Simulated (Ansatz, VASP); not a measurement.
# Two plane-wave programs on Zn3F

```
Zn F
1.0
     4.07901    0.00000    0.00000
     0.00000    4.07901    0.00000
     0.00000    0.00000    3.66301
Zn F
3 1
Cartesian
  0.0000 0.0000 1.8315
  0.0000 2.0395 1.8315
  2.0395 0.0000 1.8315
  2.0395 2.0395 0.0000
```

Alike in both runs: task relaxation of cell and atoms; functional PBE; k mesh 4 × 4 × 6; occupations gaussian, width 0.1 eV; no spin polarisation.

|  | VASP | Ansatz |
| --- | --- | --- |
| version | VASP 6.6.1 | Ansatz 0.2.0 |
| potentials or method | VASP PAW PBE potentials, release 64 (Zn, F), cutoff 600 eV | scalar-relativistic, plane waves, PAW |
| valence electrons in the cell | 43 | 43 |

```tsv
	VASP	Ansatz	Ansatz less VASP
gap on the k mesh at the Fermi level, each at its own relaxed structure (eV)	none	none	-
relaxed volume (Å³/atom)	15.72	15.88	+0.162
relaxed length of the cell vector where the two differ most in proportion (Å)	4.841	4.868	+0.0260
```

A gap of «none» marks a metal or a gap that the smearing closes.

The k mesh is coarse, so the values compare programs but aren't converged.
